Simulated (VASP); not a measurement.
The system is Ni.

```
CELL_PARAMETERS angstrom
0.00000 2.45346 2.45346
2.45346 0.00000 2.45346
2.45346 2.45346 0.00000
ATOMIC_POSITIONS crystal
Ni 0.12500 0.12500 0.12500
Ni 0.87500 0.87500 0.87500
```

* Program: VASP 6.6.1
* Task: relaxation of cell and atoms
* Functional: r2SCAN
* Potentials or basis: VASP PAW PBE potentials, release 64 (Ni)
* Cutoff: 600 eV
* k mesh: 11 × 11 × 11
* Occupations: fermi-dirac, width 0.1 eV
* Spin: no spin polarisation

At the start: pressure 7.8 GPa; volume 14.77 Å³/atom.

Q: Where does the relaxation end?

A: Over 3 steps the energy falls by 22.4 meV/atom and the volume is 15.75 Å³/atom (+6.7 %); space group Fd-3m (No. 227, to 0.05 Å).

The path:
```
step  energy change (eV)  largest force (eV/Å)  pressure (GPa)  volume (Å³)
   1              0.0000                0.0000            7.81        29.54
   2             -0.0308                0.0000           -3.56        32.72
   3             -0.0448                0.0000           -0.02        31.50
```

Final structure:
```cif
data_structure
_symmetry_space_group_name_H-M 'P 1'
_symmetry_Int_Tables_number 1
_cell_length_a 3.5450
_cell_length_b 3.5450
_cell_length_c 3.5450
_cell_angle_alpha 60.000
_cell_angle_beta 60.000
_cell_angle_gamma 60.000
_cell_volume 31.50
loop_
_atom_site_label
_atom_site_type_symbol
_atom_site_fract_x
_atom_site_fract_y
_atom_site_fract_z
_atom_site_occupancy
Ni1 Ni 0.12500 0.12500 0.12500 1
Ni2 Ni 0.87500 0.87500 0.87500 1
```

Caveat: the PAW data sets were made with another functional, which shifts forces and pressure a little; the run has no spin polarisation, though such a crystal can be magnetic.
